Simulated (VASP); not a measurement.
Runs of VASP 6.6.1 on Yb. The structure is that of space group Fm-3m (No. 225), or close to it. The cells are those of the table. 

```csv
task,cell,gap on the mesh (eV),pressure (GPa)
electric field gradients,"a = 3.904 Å, angles 60.0°, 1 atom",none,(a)
electric field gradients,"a = 3.853 Å, angles 60.0°, 1 atom",none,-3.4
electric field gradients,"a = 3.879 Å, angles 60.0°, 1 atom",none,-3.6
single point,"a = 3.904 Å, angles 60.0°, 1 atom",none,-3.5
electric field gradients,"a = 3.801 Å, angles 60.0°, 1 atom",none,-3.0
electric field gradients,"a = 3.827 Å, angles 60.0°, 1 atom",none,(b)
single point,"a = 3.853 Å, angles 60.0°, 1 atom",none,-2.7
```

Alike in all rows: level PBEsol; potentials or basis VASP PAW PBE potentials, release 64 (Yb); no spin polarisation; k mesh 12 × 12 × 12; cutoff (eV) 520; smearing fermi-dirac 0.03 eV.

Question: Estimate the missing entries.

Answer: (a) -3.7; (b) -3.2.

Caveats: the PAW data sets were made with another functional, which shifts forces and pressure a little; spin-orbit coupling is left out, which moves the levels of the heavy elements; the cell stands under tension (at least some runs).

A k mesh can miss the band edges, and the runs leave out spin-orbit coupling on Yb.

A gap of «none» marks levels without a gap at the run's occupations.
